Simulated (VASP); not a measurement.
BaTiO3, 5 atoms in the cell. The structure is trigonal, space group R3m (No. 160). Conventional cell: a = 5.655 Å, b = 5.655 Å, c = 6.955 Å, α = 90.00°, β = 90.00°, γ = 120.00°. Ba (site symmetry 3m) has 12 O at 2.79 to 2.89 Å and 8 Ti at 3.37 to 3.59 Å within 3.7 Å. Within 2.5 Å of Ti (site symmetry 3m) lie 6 O at 1.87 to 2.14 Å. O (site symmetry m) has 2 Ti at 1.87 to 2.14 Å within 2.5 Å. 

| Property | Result |
| --- | --- |
| Program | VASP 6.6.1 |
| Task | single point |
| Functional | LDA |
| Potentials or basis | VASP PAW LDA potentials, release 64 (Ba_sv, Ti_sv, O) |
| Cutoff | 640 eV |
| k mesh | 16 × 16 × 16 |
| Occupations | tetrahedron, width 0.03 eV |
| Spin | no spin polarisation |
| Tolerance level | screening |
| Purpose | density of states |
| K density | 6 × 6 × 6 |
| Further INCAR settings | ALGO = Normal; EDIFF = 1e-06; NBANDS = 42 |

Potentials or basis: VASP PAW LDA potentials, release 64 (Ba_sv, Ti_sv, O).

The run is started by

```bash
$ cat potpaw_LDA.64/Ba_sv/POTCAR potpaw_LDA.64/Ti_sv/POTCAR potpaw_LDA.64/O/POTCAR > POTCAR
$ cp INCAR.step1 INCAR
$ cp KPOINTS.step1 KPOINTS
$ mpirun -np 4 vasp_std > vasp.out
$ cp INCAR.step2 INCAR
$ cp KPOINTS.step2 KPOINTS
$ mpirun -np 4 vasp_std > vasp.out
```

Hardware: 4 MPI ranks on Intel(R) Xeon(R) 6975P-C (Granite Rapids) (shared host).

Question: How long does it take, and how much memory?

Answer: Wall time 110 s on 4 MPI ranks on Intel(R) Xeon(R) 6975P-C (Granite Rapids) (shared host), peak memory 1.1 GiB a rank. Counts: k points 417.
